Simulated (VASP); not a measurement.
# Te7Mo4 (a cell with a defect) in VASP: a series of runs, part 3 of 3

VASP 6.6.1.

## Step 4: Single point, PBE+D3(BJ)

INCAR

```
  PREC = Accurate
  ENCUT = 520
  EDIFF = 1E-6
  ISMEAR = 0
  SIGMA = 0.05
  LREAL = F
  LASPH = T
  NELM = 100
  ALGO = Normal
  ISIF = 2
  LWAVE = F
  LCHARG = F
  GGA = PE
  IVDW = 12
  NELECT = 96.0
  NBANDS = 60
```

KPOINTS

```
Automatic mesh
0
Gamma
  6 6 4
```

POSCAR

```
Te7Mo4
1.0
    3.4951625504     -6.0537991181      0.0000000000
   -6.9903251009      0.0000000000      0.0000000000
    0.0000000000      0.0000000000     -7.6242845190
Te Mo
7 4
Direct
    0.4552127095      0.4104254190      0.2385784197
    0.1666666667      0.8333333333      0.2385784197
    0.6666666667      0.8333333333      0.2385784197
    0.1666666667      0.3333333333      0.7614215803
    0.6666666667      0.3333333333      0.7614215803
    0.1666666667      0.8333333333      0.7614215803
    0.6666666667      0.8333333333      0.7614215803
    0.0000000000      0.5000000000      0.0000000000
    0.5000000000      0.5000000000      0.0000000000
    0.0000000000      0.0000000000      0.0000000000
    0.5000000000      0.0000000000      0.0000000000
```

Potentials or basis: VASP PAW PBE potentials, release 64 (Te, Mo_sv).

Started as:

```console
$ cat potpaw_PBE.64/Te/POTCAR potpaw_PBE.64/Mo_sv/POTCAR > POTCAR
$ mpirun -np 1 vasp_std > vasp.out
```

OUTCAR:

```text
PREC = Accurate
   ENCUT = 520
   EDIFF = 1E-6
   ISMEAR = 0
   LREAL = F
   LASPH = T
   NELM = 100
   ISIF = 2
   GGA = PE
   IVDW = 12
   NELECT = 96.0
 IVDW          = 12

 ion  position               nearest neighbor table
   1  0.455  0.410  0.239-   9 1.90   3 2.56   2 3.49  11 3.54  10 3.54
   2  0.167  0.833  0.239-  11 2.72   8 2.72  10 2.72   1 3.49   3 3.50   3 3.50   6 3.64
   3  0.667  0.833  0.239-   1 2.56  10 2.72   9 2.72  11 2.72   2 3.50   2 3.50   7 3.64
   4  0.167  0.333  0.761-   9 2.72  10 2.72   8 2.72   5 3.50   5 3.50   6 3.50   6 3.50   7 3.50
                             7 3.50
   5  0.667  0.333  0.761-   8 2.72  11 2.72   9 2.72   4 3.50   4 3.50   7 3.50   7 3.50   6 3.50
                             6 3.50
   6  0.167  0.833  0.761-  11 2.72   8 2.72  10 2.72   7 3.50   7 3.50   4 3.50   4 3.50   5 3.50
                             5 3.50   2 3.64
   7  0.667  0.833  0.761-  10 2.72   9 2.72  11 2.72   6 3.50   6 3.50   5 3.50   5 3.50   4 3.50
                             4 3.50   3 3.64
   8  0.000  0.500  0.000-   5 2.72   2 2.72   6 2.72   4 2.72
   9  0.500  0.500  0.000-   1 1.90   4 2.72   3 2.72   7 2.72   5 2.72
  10  0.000  0.000  0.000-   3 2.72   7 2.72   4 2.72   6 2.72   2 2.72   1 3.54
  11  0.500  0.000  0.000-   2 2.72   6 2.72   5 2.72   3 2.72   7 2.72   1 3.54

  LATTYP: Found a hexagonal cell.
 ALAT       =     6.9903251009
 C/A-ratio  =     1.0906909777

  Lattice vectors:

 A1 = (   3.4951625504,  -6.0537991181,   0.0000000000)
 A2 = (  -6.9903251009,   0.0000000000,   0.0000000000)
 A3 = (   0.0000000000,   0.0000000000,  -7.6242845190)

Analysis of symmetry for initial positions (statically):
=====================================================================
 Subroutine PRICEL returns:
 Original cell was already a primitive cell.

 Routine SETGRP: Setting up the symmetry group for a
 hexagonal supercell.

 Subroutine GETGRP returns: Found  2 space group operations
 (whereof  1 operations were pure point group operations)
 out of a pool of 24 trial point group operations.

The static configuration has the point symmetry C_1 .
 The point group associated with its full space group is C_1h.

Analysis of symmetry for dynamics (positions and initial velocities):
=====================================================================
 Subroutine PRICEL returns:
 Original cell was already a primitive cell.

 Routine SETGRP: Setting up the symmetry group for a
 hexagonal supercell.

 Subroutine GETGRP returns: Found  2 space group operations
 (whereof  1 operations were pure point group operations)
 out of a pool of 24 trial point group operations.

The dynamic configuration has the point symmetry C_1 .
 The point group associated with its full space group is C_1h.

 Subroutine INISYM returns: Found  2 space group operations
 (whereof  1 operations are pure point group operations),
 and found     1 'primitive' translations

----------------------------------------------------------------------------------------

                                     Primitive cell

  volume of cell :     322.6447

  direct lattice vectors                    reciprocal lattice vectors
[... 87 lines left out ...]
   k-points           NKPTS =     47   k-points in BZ     NKDIM =     47   number of bands    NBANDS=     60
   number of dos      NEDOS =    301   number of ions     NIONS =     11
   total plane-waves  NPLWV = 174960
   dimension x,y,z NGX =    54 NGY =   54 NGZ =   60
   dimension x,y,z NGXF=   108 NGYF=  108 NGZF=  120
   ions per type =               7   4
   NGX,Y,Z   is equivalent  to a cutoff of  12.84, 12.84, 13.08 a.u.
   NGXF,Y,Z  is equivalent  to a cutoff of  25.68, 25.68, 26.17 a.u.
 SYSTEM =  unknown system
   PREC   = accura    normal or accurate (medium, high low for compatibility)
   ISTART =      0    job   : 0-new  1-cont  2-samecut
   ICHARG =      2    charge: 1-file 2-atom 10-const
   ISPIN  =      1    spin polarized calculation?
   LNONCOLLINEAR =      F non collinear calculations
   LSORBIT =      F    spin-orbit coupling
   LASPH  =      T    aspherical Exc in radial PAW
   ENCUT  =  520.0 eV  38.22 Ry    6.18 a.u.  13.00 13.00 14.18*2*pi/ulx,y,z
   NELM   =    100;   NELMIN=  2; NELMDL= -5     # of ELM steps
   EDIFF  = 0.1E-05   stopping-criterion for ELM
   LREAL  =      F    real-space projection
   EDIFFG = 0.1E-04   stopping-criterion for IOM
   NSW    =      0    number of steps for IOM
   IBRION =     -1    ionic relax: 0-MD 1-quasi-New 2-CG
   NFREE  =      0    steps in history (QN), initial steepest desc. (CG)
   ISIF   =      2    stress and relaxation
   ISYM   =      2    0-nonsym 1-usesym 2-fastsym
   POTIM  = 0.5000    time-step for ionic-motion
   TEBEG  =    0.0;   TEEND  =   0.0 temperature during run
   PSTRESS=    0.0 pullay stress
   NELECT =      96.0000    total number of electrons
   NUPDOWN=      -1.0000    fix difference up-down
   EMIN   =  10.00;   EMAX   =-10.00  energy-range for DOS
   EFERMI =   0.00;   METHOD = LEGACY
   ISMEAR =     0;   SIGMA  =   0.05  broadening in eV -4-tet -1-fermi 0-gaus
   EFERMI_NEDOS =   21; number of points for ismear=-14 and -15
   IALGO  =     38    algorithm
   IMIX   =      4    mixing-type and parameters
     AMIX     =   0.40;   BMIX     =  1.00
     AMIX_MAG =   1.60;   BMIX_MAG =  1.00
  volume/ion in A,a.u.               =      29.33       197.94
  Fermi-wavevector in a.u.,A,eV,Ry     =   1.092925  2.065329 16.251960  1.194485
  Thomas-Fermi vector in A             =   2.229200
   LORBIT       =      0    0 simple, 1 ext, 2 COOP (PROOUT), +10 PAW based schemes
   GGA     = PE    functional components
   LHFCALC =     F    Hartree Fock is set to
   AEXX    =    0.0000 exact exchange contribution
   IVDW    =    12    specifies the selected vdW correction
   LEPSILON=     F    determine dielectric tensor
   LRPA    =     F    only Hartree local field effects (RPA)
 non-spin polarized calculation
 Gauss-broadening in eV      SIGMA  =   0.05
  energy-cutoff  :      520.00
  volume of cell :      322.64
 maximum number of plane-waves:      8715
 NGX is ok and might be reduce to    54
   NGX = 25   NGY = 25   NGZ = 29

 number of electron      96.0000002 magnetization

 Free energy of the ion-electron system (eV)
  ---------------------------------------------------
  ext. energy  EPLUGINS =         0.00000000
  ---------------------------------------------------
  free energy    TOTEN  =       -69.05318647 eV

  energy without entropy =      -69.04890361  energy(sigma->0) =      -69.05104504

 E-fermi :   6.0330     XC(G=0):  -9.2219

 val. band max:        6.0078911090   @ k =  -0.0000   0.1667   0.0000
 cond. band min:       6.0542327778   @ k =   0.3333   0.3333   0.0000
 fundamental gap:      0.0463416688
 Fermi energy:         6.0330016071

 k-point     1 :       0.0000    0.0000    0.0000
  band No.  band energies     occupation
      1     -54.9415      2.00000
      2     -54.9355      2.00000
      3     -54.9235      2.00000
      4     -54.5741      2.00000
      5     -29.6633      2.00000
      6     -29.1687      2.00000
[... 1501 lines left out ...]
     59       8.5730      0.00000
     60       8.6387      0.00000

 [... further k-points ...]

------------------------ aborting loop because EDIFF is reached ----------------------------------------

 Edisp (eV)   -5.15838

 E8    (eV) :    -2.3860

  FORCE on cell =-STRESS in cart. coord.  units (eV):
  Direction    XX          YY          ZZ          XY          YZ          ZX
  --------------------------------------------------------------------------------------
  -------------------------------------------------------------------------------------
  Total     -19.70635   -28.20042    37.28217     7.35608    -9.09175   -15.74739
  in kB     -97.85709  -140.03664   185.13448    36.52856   -45.14750   -78.19785
  external pressure =      -17.59 kB  Pullay stress =        0.00 kB

 VOLUME and BASIS-vectors are now :
 -----------------------------------------------------------------------------
  energy-cutoff  :      520.00
  volume of cell :      322.64
      direct lattice vectors                 reciprocal lattice vectors
     3.495162550 -6.053799118  0.000000000     0.000000000 -0.165185527  0.000000000
    -6.990325101  0.000000000  0.000000000    -0.143054863 -0.082592764  0.000000000
     0.000000000  0.000000000 -7.624284519     0.000000000  0.000000000 -0.131159848

 POSITION                                       TOTAL-FORCE (eV/Angst)
 -----------------------------------------------------------------------------------
     -1.27796     -2.75577     -1.81899        12.282395      7.091244    -32.828280
     -5.24274     -1.00897     -1.81899         0.300078      0.173250     -0.471697
     -3.49516     -4.03587     -1.81899        -3.994809     -2.306404     -0.447635
     -1.74758     -1.00897     -5.80529        -0.160297      0.236757      0.082161
      0.00000     -4.03587     -5.80529         0.124890     -0.257200      0.082161
     -5.24274     -1.00897     -5.80529         0.272110      0.157103     -0.068810
     -3.49516     -4.03587     -5.80529        -0.343260     -0.198181      0.600581
     -3.49516      0.00000      0.00000         0.322569      0.186235      0.285878
     -1.74758     -3.02690      0.00000        -8.188250     -4.727488     32.237997
      0.00000      0.00000      0.00000        -0.165096     -0.424678      0.263822
      1.74758     -3.02690      0.00000        -0.450330      0.069362      0.263822
 -----------------------------------------------------------------------------------
    total drift:                                0.000037      0.000021     -0.000930

  FREE ENERGIE OF THE ION-ELECTRON SYSTEM (eV)
  ---------------------------------------------------
  free  energy   TOTEN  =       -74.2115633255 eV

  energy  without entropy=      -74.2072804678  energy(sigma->0) =      -74.20942190
```

It took 19 min on 1 thread of Oxide Virtual Turin-like, shared host; peak memory 0.82 GiB.

Results:

```yaml
Free_energy: -74.2116 eV
Largest_force: 35.761 eV/Å
Dispersion_energy_per_atom: -0.469 eV
```

Forces on the atoms (eV/Å):
```
Te   12.282   7.091 -32.828
Te    0.300   0.173  -0.472
Te   -3.995  -2.306  -0.448
Te   -0.160   0.237   0.082
Te    0.125  -0.257   0.082
Te    0.272   0.157  -0.069
Te   -0.343  -0.198   0.601
Mo    0.323   0.186   0.286
Mo   -8.188  -4.727  32.238
Mo   -0.165  -0.425   0.264
Mo   -0.450   0.069   0.264
```

Caveat: the cell carries a net charge on a neutralising background, which shifts energy and pressure; the cell differs from its parent crystal (atoms taken out, atom 1 moved 0.500 of the way to it and -0.467 Å across, host rigid); the cell is charged against a uniform background, so pressure and absolute levels hang on convention; atoms lie so close that the PAW spheres overlap strongly, which falsifies energies and pressures; spin-orbit coupling is left out, which moves the levels of the heavy elements.
